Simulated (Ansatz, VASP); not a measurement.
Two plane-wave programs on LuAl4Pt

```
Lu Al Pt
1.0
     4.34842    0.00000    0.00000
    -2.17421    3.76584    0.00000
     0.00000    0.00000    6.41029
Lu Al Pt
1 4 1
Direct
  0.00000 0.00000 0.00000
  0.33333 0.66667 0.71916
  0.33333 0.66667 0.28084
  0.66667 0.33333 0.71916
  0.66667 0.33333 0.28084
  0.00000 0.00000 0.50000
```

Change from the starting cell: species swapped into the TiNbB4 type (P6/mmm, No. 191).

Alike in both runs: functional PBE; k mesh 6 × 6 × 2; occupations gaussian, width 0.1 eV; no spin polarisation.

Ansatz relaxed the structure, and its values are those at the end. VASP's run is a single point on that final structure, the one shown.

|  | VASP | Ansatz |
| --- | --- | --- |
| version | VASP 6.6.1 | Ansatz 0.2.0 |
| potentials or method | VASP PAW PBE potentials, release 64 (Lu, Al, Pt), cutoff 520 eV | scalar-relativistic, plane waves, PAW |
| valence electrons in the cell | 47 | 55 |

|  | VASP | Ansatz | Ansatz less VASP |
| --- | --- | --- | --- |
| gap on the k mesh at the Fermi level (eV) | none | none | - |
| pressure (GPa) | 0.2 | 0.2 | -0.03 |
| rms of the force components (eV/Å) | 0.004 | 0.002 | -0.0013 |

A gap of «none» marks a metal or a gap that the smearing closes. VASP's potentials hold 47 valence electrons a cell and Ansatz's 55, so a difference there can come from the potentials and not from the codes.

The k mesh is coarse, so the values compare programs but aren't converged. Neither program's run includes spin-orbit coupling.
